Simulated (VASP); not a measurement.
# NaF in VASP: notebook, part 2 of 2

VASP 6.6.1.

## Step 3: Single point, r2SCAN (strain along [111] +0.5%)

Input file POSCAR:

```
NaF
1.0
    0.0084375378      2.5396988893      2.5396988893
    2.5396988893      0.0084375378      2.5396988893
    2.5396988893      2.5396988893      0.0084375378
Na F
1 1
Direct
    0.0003809637      0.0003809637      0.0003809637
    0.2496190363      0.2496190363      0.2496190363
```

Input file INCAR.step1:

```
PREC = Accurate ; ENCUT = 520
ISMEAR = 0 ; SIGMA = 0.01
LREAL = False ; LASPH = True
NELM = 100 ; NBANDS = 14
GGA = PE ; ALGO = Normal
EDIFF = 1E-4 ; LWAVE = True
LCHARG = False
```

Input file INCAR.step2:

```
PREC = Accurate ; ENCUT = 520
EDIFF = 1E-7 ; ISMEAR = 0
SIGMA = 0.01 ; LREAL = False
LASPH = True ; NELM = 100
ALGO = Normal ; ISIF = 2
LWAVE = False ; LCHARG = False
METAGGA = R2SCAN ; LMIXTAU = True
NBANDS = 14 ; ISTART = 1
```

Input file KPOINTS:

```
regular mesh
0
Gamma
  8 8 8
```

Potentials or basis: VASP PAW PBE potentials, release 64 (Na_pv, F).

Run with:

```console
$ cat potpaw_PBE.64/Na_pv/POTCAR potpaw_PBE.64/F/POTCAR > POTCAR
$ cp INCAR.step1 INCAR
$ mpirun -np 1 vasp_std > vasp.out
$ cp INCAR.step2 INCAR
$ mpirun -np 1 vasp_std > vasp.out
```

OUTCAR:

```text
PREC = Accurate
   ENCUT = 520
   EDIFF = 1E-7
   ISMEAR = 0
   LREAL = False
   LASPH = True
   NELM = 100
   ISIF = 2
   METAGGA = R2SCAN
   ISTART = 1

 ion  position               nearest neighbor table
   1  0.000  0.000  0.000-   2 2.20   2 2.20   2 2.20   2 2.20
   2  0.250  0.250  0.250-   1 2.20   1 2.20   1 2.20   1 2.20

  LATTYP: Found a trigonal (rhomboedric) cell.
 ALAT       =     3.5916865243
 COS(alpha) =     0.5033194815

  Lattice vectors:

 A1 = (   0.0084375378,   2.5396988893,   2.5396988893)
 A2 = (   2.5396988893,   0.0084375378,   2.5396988893)
 A3 = (   2.5396988893,   2.5396988893,   0.0084375378)

Analysis of symmetry for initial positions (statically):
=====================================================================
 Subroutine PRICEL returns:
 Original cell was already a primitive cell.

 Routine SETGRP: Setting up the symmetry group for a
 trigonal (rhombohedral) supercell.

 Subroutine GETGRP returns: Found  6 space group operations
 (whereof  6 operations were pure point group operations)
 out of a pool of 12 trial point group operations.

The static configuration has the point symmetry C_3v.

Analysis of symmetry for dynamics (positions and initial velocities):
=====================================================================
 Subroutine PRICEL returns:
 Original cell was already a primitive cell.

 Routine SETGRP: Setting up the symmetry group for a
 trigonal (rhombohedral) supercell.

 Subroutine GETGRP returns: Found  6 space group operations
 (whereof  6 operations were pure point group operations)
 out of a pool of 12 trial point group operations.

The dynamic configuration has the point symmetry C_3v.

 Subroutine INISYM returns: Found  6 space group operations
 (whereof  6 operations are pure point group operations),
 and found     1 'primitive' translations

----------------------------------------------------------------------------------------

                                     Primitive cell

  volume of cell :      32.5992

  direct lattice vectors                    reciprocal lattice vectors
     0.008437538  2.539698889  2.539698889    -0.197857557  0.197202400  0.197202400
     2.539698889  0.008437538  2.539698889     0.197202400 -0.197857557  0.197202400
     2.539698889  2.539698889  0.008437538     0.197202400  0.197202400 -0.197857557

  length of vectors
     3.591686524  3.591686524  3.591686524     0.341943249  0.341943249  0.341943249

  position of ions in fractional coordinates (direct lattice)
     0.000380964  0.000380964  0.000380964
     0.249619036  0.249619036  0.249619036

  ion indices of the primitive-cell ions
   primitive index   ion index
                 1           1
                 2           2

----------------------------------------------------------------------------------------

 KPOINTS: regular mesh

Automatic generation of k-mesh.
 Grid dimensions read from file:
 generate k-points for:    8    8    8

 Generating k-lattice:

  Cartesian coordinates                     Fractional coordinates (reciprocal lattice)
    -0.024732195  0.024650300  0.024650300     0.125000000  0.000000000 -0.000000000
     0.024650300 -0.024732195  0.024650300     0.000000000  0.125000000 -0.000000000
     0.024650300  0.024650300 -0.024732195     0.000000000  0.000000000  0.125000000

  Length of vectors
     0.042742906  0.042742906  0.042742906

  Shift w.r.t. Gamma in fractional coordinates (k-lattice)
     0.000000000  0.000000000  0.000000000

 Subroutine IBZKPT returns following result:
 ===========================================

 Found     65 irreducible k-points:

 Following reciprocal coordinates:
            Coordinates               Weight
  0.000000  0.000000  0.000000      1.000000
  0.125000  0.000000 -0.000000      6.000000
  0.250000  0.000000 -0.000000      6.000000
  0.375000  0.000000  0.000000      6.000000
  0.500000  0.000000 -0.000000      3.000000
  0.125000  0.125000  0.000000      6.000000
[... 16 lines left out ...]
  0.250000  0.125000  0.125000      6.000000
  0.375000  0.125000  0.125000      6.000000
 [... further k-points ...]
   k-points           NKPTS =     65   k-points in BZ     NKDIM =     65   number of bands    NBANDS=     14
   number of dos      NEDOS =    301   number of ions     NIONS =      2
   total plane-waves  NPLWV =  21952
   dimension x,y,z NGX =    28 NGY =   28 NGZ =   28
   dimension x,y,z NGXF=    56 NGYF=   56 NGZF=   56
   ions per type =               1   1
   NGX,Y,Z   is equivalent  to a cutoff of  12.96, 12.96, 12.96 a.u.
   NGXF,Y,Z  is equivalent  to a cutoff of  25.92, 25.92, 25.92 a.u.
 SYSTEM =  unknown system
   PREC   = accura    normal or accurate (medium, high low for compatibility)
   ISTART =      1    job   : 0-new  1-cont  2-samecut
   ICHARG =      0    charge: 1-file 2-atom 10-const
   ISPIN  =      1    spin polarized calculation?
   LNONCOLLINEAR =      F non collinear calculations
   LSORBIT =      F    spin-orbit coupling
   LASPH  =      T    aspherical Exc in radial PAW
   ENCUT  =  520.0 eV  38.22 Ry    6.18 a.u.   6.68  6.68  6.68*2*pi/ulx,y,z
   NELM   =    100;   NELMIN=  2; NELMDL=  0     # of ELM steps
   EDIFF  = 0.1E-06   stopping-criterion for ELM
   LREAL  =      F    real-space projection
   EDIFFG = 0.1E-05   stopping-criterion for IOM
   NSW    =      0    number of steps for IOM
   IBRION =     -1    ionic relax: 0-MD 1-quasi-New 2-CG
   NFREE  =      0    steps in history (QN), initial steepest desc. (CG)
   ISIF   =      2    stress and relaxation
   ISYM   =      2    0-nonsym 1-usesym 2-fastsym
   POTIM  = 0.5000    time-step for ionic-motion
   TEBEG  =    0.0;   TEEND  =   0.0 temperature during run
   PSTRESS=    0.0 pullay stress
   NELECT =      14.0000    total number of electrons
   NUPDOWN=      -1.0000    fix difference up-down
   EMIN   =  10.00;   EMAX   =-10.00  energy-range for DOS
   EFERMI =   0.00;   METHOD = LEGACY
   ISMEAR =     0;   SIGMA  =   0.01  broadening in eV -4-tet -1-fermi 0-gaus
   EFERMI_NEDOS =   21; number of points for ismear=-14 and -15
   IALGO  =     38    algorithm
   IMIX   =      4    mixing-type and parameters
     AMIX     =   0.40;   BMIX     =  1.00
     AMIX_MAG =   1.60;   BMIX_MAG =  1.00
  volume/ion in A,a.u.               =      16.30       110.00
  Fermi-wavevector in a.u.,A,eV,Ry     =   1.235137  2.334071 20.756554  1.525564
  Thomas-Fermi vector in A             =   2.369799
   LORBIT       =      0    0 simple, 1 ext, 2 COOP (PROOUT), +10 PAW based schemes
   METAGGA = R2SCAN    functional components
   LHFCALC =     F    Hartree Fock is set to
   AEXX    =    0.0000 exact exchange contribution
   IVDW    =     0    specifies the selected vdW correction
   LEPSILON=     F    determine dielectric tensor
   LRPA    =     F    only Hartree local field effects (RPA)
 non-spin polarized calculation
 Gauss-broadening in eV      SIGMA  =   0.01
  energy-cutoff  :      520.00
  volume of cell :       32.60
 maximum number of plane-waves:       895
   NGX = 13   NGY = 13   NGZ = 13

 number of electron      13.9999984 magnetization

 Free energy of the ion-electron system (eV)
  ---------------------------------------------------
  ext. energy  EPLUGINS =         0.00000000
  ---------------------------------------------------
  free energy    TOTEN  =       -12.32121684 eV

  energy without entropy =      -12.32121684  energy(sigma->0) =      -12.32121684

 E-fermi :  -3.9106     XC(G=0):  -8.2070

 val. band max:       -4.0023584901   @ k =   0.0000   0.0000   0.0000
 cond. band min:       2.2520284674   @ k =   0.0000   0.0000   0.0000
 fundamental gap:      6.2543869575
 Fermi energy:        -3.9106299930

 k-point     1 :       0.0000    0.0000    0.0000
  band No.  band energies     occupation
      1     -23.8685      2.00000
      2     -23.4354      2.00000
      3     -23.4354      2.00000
      4     -23.4349      2.00000
      5      -4.0123      2.00000
      6      -4.0024      2.00000
      7      -4.0024      2.00000
      8       2.2520      0.00000
      9      16.3742      0.00000
     10      16.4822      0.00000
     11      16.4822      0.00000
     12      17.6367      0.00000
     13      17.7339      0.00000
     14      17.7339      0.00000
[... 375 lines left out ...]
 k-point    24 :       0.3750    0.1250    0.1250
  band No.  band energies     occupation
      1     -24.2157      2.00000
      2     -23.4532      2.00000
      3     -23.4420      2.00000
      4     -23.0415      2.00000
      5      -4.5497      2.00000
      6      -4.1129      2.00000
      7      -4.0156      2.00000
      8       4.4682      0.00000
      9      10.8975      0.00000
     10      13.1222      0.00000
     11      14.6201      0.00000
     12      18.0422      0.00000
     13      18.4059      0.00000
     14      18.8866      0.00000

 [... further k-points ...]
[... 5 lines left out ...]
  --------------------------------------------------------------------------------------
  -------------------------------------------------------------------------------------
  Total       -0.1074699     -0.1074699     -0.1074699     -0.0084889     -0.0084889     -0.0084889
  in kB       -5.2819046     -5.2819046     -5.2819046     -0.4172119     -0.4172119     -0.4172119
  external PRESSURE =      -5.2819046 kB  Pullay stress =       0.0000000 kB

 VOLUME and BASIS-vectors are now :
 -----------------------------------------------------------------------------
  energy-cutoff  :      520.00
  volume of cell :       32.60
      direct lattice vectors                 reciprocal lattice vectors
     0.008437538  2.539698889  2.539698889    -0.197857557  0.197202400  0.197202400
     2.539698889  0.008437538  2.539698889     0.197202400 -0.197857557  0.197202400
     2.539698889  2.539698889  0.008437538     0.197202400  0.197202400 -0.197857557

 POSITION                                       TOTAL-FORCE (eV/Angst)
 -----------------------------------------------------------------------------------
      0.00194      0.00194      0.00194        -0.001572     -0.001572     -0.001572
      1.27002      1.27002      1.27002         0.001572      0.001572      0.001572
 -----------------------------------------------------------------------------------
    total drift:                               -0.001285     -0.001285     -0.001285

  FREE ENERGIE OF THE ION-ELECTRON SYSTEM (eV)
  ---------------------------------------------------
  free  energy   TOTEN  =       -12.3212168445 eV

  energy  without entropy=      -12.3212168445  energy(sigma->0) =      -12.32121684
```

OUTCAR.step1:

```text
PREC = Accurate
   ENCUT = 520
   ISMEAR = 0
   LREAL = False
   LASPH = True
[... 630 lines left out ...]
      0.00194      0.00194      0.00194         0.000291      0.000291      0.000291
      1.27002      1.27002      1.27002        -0.000291     -0.000291     -0.000291
 -----------------------------------------------------------------------------------
    total drift:                                0.000045      0.000045      0.000045

  FREE ENERGIE OF THE ION-ELECTRON SYSTEM (eV)
  ---------------------------------------------------
  free  energy   TOTEN  =        -8.3858037178 eV

  energy  without entropy=       -8.3858037178  energy(sigma->0) =       -8.38580372
```

OSZICAR.step1:

```text
N       E                     dE             d eps       ncg     rms          rms(c)
DAV:   1     0.110600103167E+03    0.11060E+03   -0.77196E+03  1832   0.112E+03
DAV:   2    -0.322149798211E+01   -0.11382E+03   -0.10526E+03  1958   0.323E+02
DAV:   3    -0.951128172775E+01   -0.62898E+01   -0.62773E+01  2360   0.716E+01
DAV:   4    -0.957217267736E+01   -0.60891E-01   -0.60888E-01  1994   0.769E+00
DAV:   5    -0.957292998137E+01   -0.75730E-03   -0.75730E-03  2360   0.851E-01    0.604E+00
DAV:   6    -0.838977687829E+01    0.11832E+01   -0.41989E+00  2528   0.165E+01    0.207E+00
DAV:   7    -0.837299251251E+01    0.16784E-01   -0.39191E-02  1886   0.203E+00    0.119E+00
DAV:   8    -0.838355897180E+01   -0.10566E-01   -0.44066E-02  1940   0.332E+00    0.211E-01
DAV:   9    -0.838630030257E+01   -0.27413E-02   -0.97148E-03  2192   0.105E+00    0.205E-01
DAV:  10    -0.838579917048E+01    0.50113E-03   -0.38098E-03  2024   0.797E-01    0.194E-02
DAV:  11    -0.838580371785E+01   -0.45474E-05   -0.83896E-05  2112   0.963E-02
   1 F= -.83858037E+01 E0= -.83858037E+01  d E =-.427470-102
```

It took 2.1 min on 1 thread of Intel Xeon Platinum 8488C (Sapphire Rapids), shared host; peak memory 0.17 GiB.

Results:

| Item | Value |
| --- | --- |
| Free energy | -12.3212 eV |
| Pressure | -0.5 GPa |
| Band gap on the k mesh | 6.25 eV, direct |

Forces on the atoms (eV/Å):
```
Na  -0.002 -0.002 -0.002
F    0.002  0.002  0.002
```

Caveat: the cell differs from its parent crystal (strain along [111] +0.5%); the PAW data sets were made with another functional, which shifts forces and pressure a little. A k mesh can miss the band edges.

## Step 4: Single point, r2SCAN (shear xy strain +3.0%)

Input file POSCAR:

```
NaF
1.0
    0.0379689203      2.5312613515      2.5312613515
    2.5312613515      0.0379689203      2.5312613515
    2.5692302718      2.5692302718      0.0000000000
Na F
1 1
Direct
    0.0034341474      0.0034341474     -0.0034341474
    0.2465658526      0.2465658526      0.2534341474
```

Input file INCAR.step1:

```
SYSTEM = NaF
PREC     = Accurate       ! precision mode
ENCUT    = 520            ! plane-wave cutoff, eV
ISMEAR   = 0              ! smearing method
SIGMA    = 0.01           ! smearing width, eV
LREAL    = .False.        ! projectors in reciprocal space
LASPH    = .True.         ! aspherical terms in the spheres
NELM     = 100            ! most SCF steps
NBANDS   = 14             ! bands
GGA      = PE             ! functional
ALGO     = Normal         ! electronic algorithm
EDIFF    = 1E-4           ! SCF threshold, eV
LWAVE    = .True.         ! write WAVECAR
LCHARG   = .False.        ! write CHGCAR
```

Input file INCAR.step2:

```
SYSTEM = NaF
PREC     = Accurate       ! precision mode
ENCUT    = 520            ! plane-wave cutoff, eV
EDIFF    = 1E-6           ! SCF threshold, eV
ISMEAR   = 0              ! smearing method
SIGMA    = 0.01           ! smearing width, eV
LREAL    = .False.        ! projectors in reciprocal space
LASPH    = .True.         ! aspherical terms in the spheres
NELM     = 100            ! most SCF steps
ALGO     = Normal         ! electronic algorithm
ISIF     = 2              ! what is computed and relaxed
LWAVE    = .False.        ! write WAVECAR
LCHARG   = .False.        ! write CHGCAR
METAGGA  = R2SCAN         ! meta-GGA
LMIXTAU  = .True.       
NBANDS   = 14             ! bands
ISTART   = 1
```

Input file KPOINTS:

```
regular mesh
0
Gamma
  8 8 8
  0 0 0
```

Run with:

```console
$ cat potpaw_PBE.64/Na_pv/POTCAR potpaw_PBE.64/F/POTCAR > POTCAR
$ cp INCAR.step1 INCAR
$ mpirun -np 1 vasp_std > vasp.out
$ cp INCAR.step2 INCAR
$ mpirun -np 1 vasp_std > vasp.out
```

It took 2 min on 1 thread of Intel Xeon Platinum 8488C (Sapphire Rapids), shared host; peak memory 0.18 GiB.

It converged, with:

| Item | Value |
| --- | --- |
| Free energy | -12.3202 eV |
| Pressure | -0.4 GPa |
| Largest force | 0.007 eV/Å |
| Band gap on the k mesh | 6.24 eV, direct |

Forces on the atoms (eV/Å):
```
Na   0.000  0.000 -0.007
F    0.000  0.000  0.007
```

Stress tensor (GPa, compression positive):
```
-0.39 -0.40  0.00
-0.40 -0.39  0.00
 0.00  0.00 -0.43
```

Levels at points of the mesh, in eV from the valence-band top:
| k point | band 3 | band 4 | band 5 | band 6 | band 7 | band 8 | band 9 | band 10 | band 11 | band 12 |
| --- | --- | --- | --- | --- | --- | --- | --- | --- | --- | --- |
| (0.00, 0.00, 0.00) | -19.45 | -19.45 | -0.06 | -0.03 | 0.00 | 6.24 | 20.14 | 20.47 | 20.79 | 21.45 |
| (0.50, 0.00, 0.00) | -19.46 | -18.98 | -0.83 | -0.09 | -0.07 | 10.59 | 11.80 | 17.73 | 18.09 | 21.17 |
| (0.50, 0.50, 0.00) | -19.48 | -18.84 | -0.77 | -0.22 | -0.14 | 10.44 | 12.69 | 17.56 | 17.78 | 18.42 |
| (0.00, 0.00, 0.50) | -19.46 | -18.95 | -0.85 | -0.06 | -0.04 | 10.43 | 11.69 | 17.96 | 18.33 | 21.25 |
| (0.50, 0.00, 0.50) | -19.48 | -18.84 | -0.77 | -0.18 | -0.18 | 10.44 | 12.69 | 17.55 | 18.09 | 18.11 |

Caveat: the cell differs from its parent crystal (shear xy strain +3.0%); the PAW data sets were made with another functional, which shifts forces and pressure a little.

## Step 5: Overview

| level | cell | smearing | gap on the mesh (eV) | pressure (GPa) |
| --- | --- | --- | --- | --- |
| PBE | a = 3.580, b = 3.580, c = 3.633 Å, angles 59.5, 59.5, 59.0°, 2 atoms | fermi-dirac 0.02 eV | 5.58 | 1.9 |
| r2SCAN | a = 3.592 Å, angles 59.8°, 2 atoms | gaussian 0.01 eV | 6.25 | -0.5 |
| r2SCAN | a = 3.580, b = 3.580, c = 3.633 Å, angles 59.5, 59.5, 59.0°, 2 atoms | gaussian 0.01 eV | 6.24 | -0.4 |

Alike in all rows: task single point; potentials or basis VASP PAW PBE potentials, release 64 (Na_pv, F); no spin polarisation; k mesh 8 × 8 × 8; cutoff (eV) 520.

Caveats: the PAW data sets were made with another functional, which shifts forces and pressure a little (some runs).

Absolute energies hang on the potentials; compare differences alone.
